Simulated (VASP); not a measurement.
# PbS in VASP: settings compared

PbS is run at these levels: PBE, r2SCAN; tasks: single point.

Program: VASP 6.6.1. These are calculated values, not measurements. Logs are shortened: lines on timing, memory, paths and dates and some standing lists are left out, and cuts for length are marked.

## Step 1: The cell of the first run

The typed cell holds 4 atoms: a = 5.956 Å, b = 4.198 Å, c = 4.198 Å, α = 90.00°, β = 90.00°, γ = 90.00°.

## Step 2: Single point, PBE

INCAR

```
SYSTEM = PbS
PREC     = Accurate       ! precision mode
ENCUT    = 520            ! plane-wave cutoff, eV
EDIFF    = 1E-7           ! SCF threshold, eV
ISMEAR   = -1             ! smearing method
SIGMA    = 0.02           ! smearing width, eV
LREAL    = .False.        ! projectors in reciprocal space
LASPH    = .True.         ! aspherical terms in the spheres
NELM     = 80             ! most SCF steps
ALGO     = Normal         ! electronic algorithm
ISIF     = 2              ! what is computed and relaxed
LWAVE    = .False.        ! write WAVECAR
LCHARG   = .True.         ! write CHGCAR
GGA      = PE             ! functional
LELF     = .True.         ! ELF
LVHAR    = .True.       
NBANDS   = 28             ! bands
```

KPOINTS

```
Automatic mesh
0
Gamma
  4 6 6
  0 0 0
```

POSCAR

```
PbS
1.0
    5.9555920687      0.0000000000      0.0000000000
    0.0000000000      2.9685438504      2.9685438740
    0.0000000000     -2.9685438504      2.9685438740
Pb S
2 2
Direct
    0.7498944786      0.2605185040      0.7605185040
    0.2501055214      0.7605185040      0.2605185040
    0.7496621066      0.7604814960      0.2604814960
    0.2503378934      0.2604814960      0.7604814960
```

Potentials or basis: VASP PAW PBE potentials, release 64 (Pb_d, S).

Started as:

```
$ cat potpaw_PBE.64/Pb_d/POTCAR potpaw_PBE.64/S/POTCAR > POTCAR
$ mpirun -np 1 vasp_std > vasp.out
```

OUTCAR:

```text
SYSTEM = PbS
   PREC = Accurate
   ENCUT = 520
   EDIFF = 1E-7
   ISMEAR = -1
   LREAL = .False.
   LASPH = .True.
   NELM = 80
   ISIF = 2
   GGA = PE

 ion  position               nearest neighbor table
   1  0.750  0.261  0.761-   3 2.97   3 2.97   3 2.97   3 2.97   4 2.98   4 2.98
   2  0.250  0.761  0.261-   4 2.97   4 2.97   4 2.97   4 2.97   3 2.98   3 2.98
   3  0.750  0.760  0.260-   1 2.97   1 2.97   1 2.97   1 2.97   2 2.98   2 2.98
   4  0.250  0.260  0.760-   2 2.97   2 2.97   2 2.97   2 2.97   1 2.98   1 2.98

  LATTYP: Found a simple tetragonal cell.
 ALAT       =     4.1981549904
 C/A-ratio  =     1.4186212949

  Lattice vectors:

 A1 = (   0.0000000000,   2.9685438504,   2.9685438740)
 A2 = (   0.0000000000,  -2.9685438504,   2.9685438740)
 A3 = (   5.9555920687,   0.0000000000,   0.0000000000)

Analysis of symmetry for initial positions (statically):
=====================================================================
 Subroutine PRICEL returns:
 Original cell was already a primitive cell.

 Routine SETGRP: Setting up the symmetry group for a
 simple tetragonal supercell.

 Subroutine GETGRP returns: Found  4 space group operations
 (whereof  2 operations were pure point group operations)
 out of a pool of 16 trial point group operations.

The static configuration has the point symmetry C_2 .
 The point group associated with its full space group is C_2v.

Analysis of symmetry for dynamics (positions and initial velocities):
=====================================================================
 Subroutine PRICEL returns:
 Original cell was already a primitive cell.

 Routine SETGRP: Setting up the symmetry group for a
 simple tetragonal supercell.

 Subroutine GETGRP returns: Found  4 space group operations
 (whereof  2 operations were pure point group operations)
 out of a pool of 16 trial point group operations.

The dynamic configuration has the point symmetry C_2 .
 The point group associated with its full space group is C_2v.

 Subroutine INISYM returns: Found  4 space group operations
 (whereof  2 operations are pure point group operations),
 and found     1 'primitive' translations

----------------------------------------------------------------------------------------

                                     Primitive cell

  volume of cell :     104.9644

  direct lattice vectors                    reciprocal lattice vectors
     5.955592069  0.000000000  0.000000000     0.167909418  0.000000000  0.000000000
     0.000000000  2.968543850  2.968543874     0.000000000  0.168432749  0.168432747
     0.000000000 -2.968543850  2.968543874     0.000000000 -0.168432749  0.168432747

[... 90 lines left out ...]
   NSW    =      0    number of steps for IOM
   IBRION =     -1    ionic relax: 0-MD 1-quasi-New 2-CG
   NFREE  =      0    steps in history (QN), initial steepest desc. (CG)
   ISIF   =      2    stress and relaxation
   ISYM   =      2    0-nonsym 1-usesym 2-fastsym
   POTIM  = 0.5000    time-step for ionic-motion
   TEBEG  =    0.0;   TEEND  =   0.0 temperature during run
   PSTRESS=    0.0 pullay stress
   NELECT =      40.0000    total number of electrons
   NUPDOWN=      -1.0000    fix difference up-down
   EMIN   =  10.00;   EMAX   =-10.00  energy-range for DOS
   EFERMI =   0.00;   METHOD = LEGACY
   ISMEAR =    -1;   SIGMA  =   0.02  broadening in eV -4-tet -1-fermi 0-gaus
   EFERMI_NEDOS =   21; number of points for ismear=-14 and -15
   IALGO  =     38    algorithm
   IMIX   =      4    mixing-type and parameters
     AMIX     =   0.40;   BMIX     =  1.00
     AMIX_MAG =   1.60;   BMIX_MAG =  1.00
  volume/ion in A,a.u.               =      26.24       177.08
  Fermi-wavevector in a.u.,A,eV,Ry     =   1.186900  2.242916 19.166964  1.408732
  Thomas-Fermi vector in A             =   2.323063
   LORBIT       =      0    0 simple, 1 ext, 2 COOP (PROOUT), +10 PAW based schemes
   GGA     = PE    functional components
   LHFCALC =     F    Hartree Fock is set to
   AEXX    =    0.0000 exact exchange contribution
   IVDW    =     0    specifies the selected vdW correction
   LEPSILON=     F    determine dielectric tensor
   LRPA    =     F    only Hartree local field effects (RPA)
 non-spin polarized calculation
  energy-cutoff  :      520.00
  volume of cell :      104.96
 maximum number of plane-waves:      2848
 NGX is ok and might be reduce to    48
   NGX = 23   NGY = 15   NGZ = 15

 number of electron      40.0000001 magnetization

 Free energy of the ion-electron system (eV)
  ---------------------------------------------------
  ext. energy  EPLUGINS =         0.00000000
  ---------------------------------------------------
  free energy    TOTEN  =       -17.50831120 eV

  energy without entropy =      -17.50830966  energy(sigma->0) =      -17.50831043

 E-fermi :   5.9320     XC(G=0):  -9.6539

 val. band max:        5.7391768367   @ k =   0.5000   0.5000  -0.0000
 cond. band min:       6.1247430234   @ k =   0.5000   0.5000  -0.0000
 fundamental gap:      0.3855661867
 Fermi energy:         5.9319598481

 k-point     1 :       0.0000    0.0000    0.0000
  band No.  band energies     occupation
      1     -11.2031      2.00000
      2     -11.0915      2.00000
      3     -11.0696      2.00000
      4     -11.0696      2.00000
      5     -11.0670      2.00000
      6     -11.0543      2.00000
[... 733 lines left out ...]
     27      13.8831      0.00000
     28      13.8860      0.00000

 [... further k-points ...]

------------------------ aborting loop because EDIFF is reached ----------------------------------------

  FORCE on cell =-STRESS in cart. coord.  units (eV):
  Direction    XX          YY          ZZ          XY          YZ          ZX
  --------------------------------------------------------------------------------------
  -------------------------------------------------------------------------------------
  Total        1.2123426      1.2019482      1.2022732      0.0000000      0.0000000      0.0000000
  in kB       18.5052124     18.3465525     18.3515129      0.0000000      0.0000000      0.0000000
  external PRESSURE =      18.4010926 kB  Pullay stress =       0.0000000 kB

 VOLUME and BASIS-vectors are now :
 -----------------------------------------------------------------------------
  energy-cutoff  :      520.00
  volume of cell :      104.96
      direct lattice vectors                 reciprocal lattice vectors
     5.955592069  0.000000000  0.000000000     0.167909418  0.000000000  0.000000000
     0.000000000  2.968543850  2.968543874     0.000000000  0.168432749  0.168432747
     0.000000000 -2.968543850  2.968543874     0.000000000 -0.168432749  0.168432747

 POSITION                                       TOTAL-FORCE (eV/Angst)
 -----------------------------------------------------------------------------------
      4.46607     -1.48427      3.03099         0.000882      0.000000     -0.000199
      1.48953      1.48427      3.03099        -0.000882      0.000000     -0.000199
      4.46468      1.48427      3.03077         0.001859      0.000000      0.000199
      1.49091     -1.48427      3.03077        -0.001859      0.000000      0.000199
 -----------------------------------------------------------------------------------
    total drift:                                0.000000      0.000001     -0.000003

  FREE ENERGIE OF THE ION-ELECTRON SYSTEM (eV)
  ---------------------------------------------------
  free  energy   TOTEN  =       -17.5083112035 eV

  energy  without entropy=      -17.5083096638  energy(sigma->0) =      -17.50831043
```

stdout:

```text
POSCAR found type information on POSCAR PbS
 POSCAR found :  2 types and       4 ions
 scaLAPACK will be used
 LDA part: xc-table for (Slater+PW92), standard interpolation
 POSCAR, INCAR and KPOINTS ok, starting setup
 FFT: planning ... GRIDC
 FFT: planning ... GRID_SOFT
 FFT: planning ... GRID
 WAVECAR not read
 entering main loop
```

Run time: 81 s. Hardware: 1 thread of Intel Xeon Platinum 8375C at 2.90GHz (Ice Lake), shared host; peak memory 0.26 GiB.

What came out:

```
Free energy            : -17.5083 eV
Pressure               : 1.8 GPa
Band gap on the k mesh : 0.39 eV
```

Caveat: spin-orbit coupling is left out, which moves the levels of the heavy elements. A k mesh can miss the band edges.

## Step 3: Single point, r2SCAN (uniaxial y strain -2.7%)

POSCAR: that of step 2 with these lines changed.

```diff
@@ -3,4 +3,4 @@
     5.9555920687      0.0000000000      0.0000000000
-    0.0000000000      2.9685438504      2.9685438740
-    0.0000000000     -2.9685438504      2.9685438740
+    0.0000000000      2.8892837296      2.9685438740
+    0.0000000000     -2.8892837296      2.9685438740
 Pb S
```

INCAR.step1

```
PREC = Accurate ; ENCUT = 520
ISMEAR = 0 ; SIGMA = 0.01
LREAL = F ; LASPH = T
NELM = 60 ; NBANDS = 28
GGA = PE ; ALGO = Normal
EDIFF = 1E-4 ; LWAVE = T
LCHARG = F
```

INCAR.step2

```
PREC = Accurate ; ENCUT = 520
EDIFF = 1E-7 ; ISMEAR = 0
SIGMA = 0.01 ; LREAL = F
LASPH = T ; NELM = 60
ALGO = Normal ; ISIF = 2
LWAVE = F ; LCHARG = F
METAGGA = R2SCAN ; LMIXTAU = T
NBANDS = 28 ; ISTART = 1
```

KPOINTS

```
regular mesh
0
Gamma
  4 6 6
```

Potentials or basis: VASP PAW PBE potentials, release 64 (Pb_d, S).

Started as:

```
$ cat potpaw_PBE.64/Pb_d/POTCAR potpaw_PBE.64/S/POTCAR > POTCAR
$ cp INCAR.step1 INCAR
$ mpirun -np 1 vasp_std > vasp.out
$ cp INCAR.step2 INCAR
$ mpirun -np 1 vasp_std > vasp.out
```

Wall time 4.6 min (1 thread of Intel Xeon Platinum 8375C at 2.90GHz (Ice Lake), shared host); peak memory 0.28 GiB.

The run converged. Its results:

| Quantity | Value |
| --- | --- |
| Free energy | -131.1509 eV |
| Pressure | 2.9 GPa |
| Band gap on the k mesh | 0.51 eV |

Stress tensor (GPa, compression positive):
```
1.40 0.00 0.00
0.00 5.77 0.00
0.00 0.00 1.48
```

Levels at points of the mesh, in eV from the valence-band top:
```tsv
k point	band 16	band 17	band 18	band 19	band 20	band 21	band 22	band 23	band 24	band 25
(0.00, 0.00, 0.00)	-3.95	-3.65	-2.67	-2.44	-2.41	4.05	5.30	5.37	5.87	5.90
(0.50, 0.00, 0.00)	-3.34	-3.07	-3.06	-2.06	-2.05	2.61	2.63	4.94	4.95	5.08
(0.00, 0.50, 0.00)	-4.02	-2.18	-2.18	-0.78	-0.78	1.61	1.61	2.60	2.60	4.34
(0.50, 0.50, 0.00)	-2.11	-2.05	-2.05	0.00	0.00	0.51	0.51	1.98	1.98	2.18
(0.00, 0.50, 0.50)	-5.62	-3.97	-3.88	-3.84	-3.64	3.91	4.04	5.82	5.94	5.97
(0.50, 0.50, 0.50)	-4.91	-4.85	-4.85	-1.32	-1.31	2.33	2.33	4.88	4.90	5.15
```

Caveat: the cell differs from its parent crystal (uniaxial y strain -2.7%); the PAW data sets were made with another functional, which shifts forces and pressure a little; spin-orbit coupling is left out, which moves the levels of the heavy elements. A k mesh can miss the band edges.

(Part 1 of 2 ends here.)
